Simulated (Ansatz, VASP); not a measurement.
RuS2: VASP beside Ansatz

POSCAR

```
RuS2
1.0
    5.6106000000      0.0000000000      0.0000000000
    0.0000000000      5.6106000000      0.0000000000
    0.0000000000      0.0000000000      5.6106000000
Ru S
4 8
Direct
    0.0000000000      0.5000000000      0.5000000000
    0.5000000000      0.5000000000      0.0000000000
    0.5000000000      0.0000000000      0.5000000000
    0.0000000000      0.0000000000      0.0000000000
    0.3883100000      0.1116900000      0.8883100000
    0.1116900000      0.8883100000      0.3883100000
    0.8883100000      0.3883100000      0.1116900000
    0.6116900000      0.6116900000      0.6116900000
    0.6116900000      0.8883100000      0.1116900000
    0.8883100000      0.1116900000      0.6116900000
    0.1116900000      0.6116900000      0.8883100000
    0.3883100000      0.3883100000      0.3883100000
```

The input INCAR.step1:

```
PREC = Accurate ; ENCUT = 520
ISMEAR = -1 ; SIGMA = 0.05
LREAL = False ; LASPH = True
NELM = 80 ; NBANDS = 64
GGA = PE ; ALGO = Normal
EDIFF = 1E-4 ; LWAVE = True
LCHARG = False
```

Contents of INCAR.step2:

```
PREC = Accurate ; ENCUT = 520
EDIFF = 1E-6 ; ISMEAR = -1
SIGMA = 0.05 ; LREAL = False
LASPH = True ; NELM = 80
ALGO = Normal ; ISIF = 2
LWAVE = False ; LCHARG = False
METAGGA = R2SCAN ; LMIXTAU = True
NBANDS = 64 ; ISTART = 1
```

File KPOINTS:

```
Automatic mesh
0
Gamma
  5 5 5
```

input.yaml

```yaml
crystal:
  lattice:
    - [5.6106, 0.0, 0.0]
    - [0.0, 5.6106, 0.0]
    - [0.0, 0.0, 5.6106]
  atoms:
    - { symbol: Ru, position: [0.0, 0.5, 0.5] }
    - { symbol: Ru, position: [0.5, 0.5, 0.0] }
    - { symbol: Ru, position: [0.5, 0.0, 0.5] }
    - { symbol: Ru, position: [0.0, 0.0, 0.0] }
    - { symbol: S, position: [0.38831, 0.11169, 0.88831] }
    - { symbol: S, position: [0.11169, 0.88831, 0.38831] }
    - { symbol: S, position: [0.88831, 0.38831, 0.11169] }
    - { symbol: S, position: [0.61169, 0.61169, 0.61169] }
    - { symbol: S, position: [0.61169, 0.88831, 0.11169] }
    - { symbol: S, position: [0.88831, 0.11169, 0.61169] }
    - { symbol: S, position: [0.11169, 0.61169, 0.88831] }
    - { symbol: S, position: [0.38831, 0.38831, 0.38831] }
hamiltonian:
  xc: r2scan
  pseudopotentials: { kind: paw }
kpoints:
  mp_grid: { grid: [5, 5, 5] }
  band_path:
    path:
      - [[0.0, 0.0, 0.0], [0.0, 0.5, 0.0], [0.5, 0.5, 0.0], [0.0, 0.0, 0.0], [0.5, 0.5, 0.5], [0.0, 0.5, 0.0]]
      - [[0.5, 0.5, 0.0], [0.5, 0.5, 0.5]]
    npoints: 10
scf:
  occupations: { method: fermi_dirac, width: 0.05 }
  n_extra_bands: 30
output:
  forces: true
  stress: true
  eigenvalues: true
  fatbands: false
  write_density: true
  write_potential: true
  elf: true
  volumetric_format: npy
```

Alike in both runs: functional r2SCAN; k mesh 5 × 5 × 5; occupations fermi-dirac, width 0.05 eV; no spin polarisation.

|  | VASP | Ansatz |
| --- | --- | --- |
| version | VASP 6.6.1 | Ansatz 0.2.0 |
| potentials or method | VASP PAW PBE potentials, release 64 (Ru_pv, S) | Ansatz PAW |
| plane-wave cutoff (eV) | 520 | 500 |
| valence electrons in the cell | 104 | 112 |
| task | single point | band structure |

Ansatz gave:

```
gap on the k mesh at the Fermi level (eV) : 0.94
least direct gap on the mesh (eV)         : 1.19
pressure (GPa)                            : 2.1
rms of the force components (eV/Å)        : 0.032
```

Estimate VASP's values.

gap on the k mesh at the Fermi level (eV): 0.93; least direct gap on the mesh (eV): 1.18; pressure (GPa): 2.0; rms of the force components (eV/Å): 0.010.

VASP's potentials were made for PBE, not for r2SCAN. Atom by atom the forces differ by 0.022 eV/Å (rms over components). VASP's potentials hold 104 valence electrons a cell and Ansatz's 112, so a difference there can come from the potentials and not from the codes.
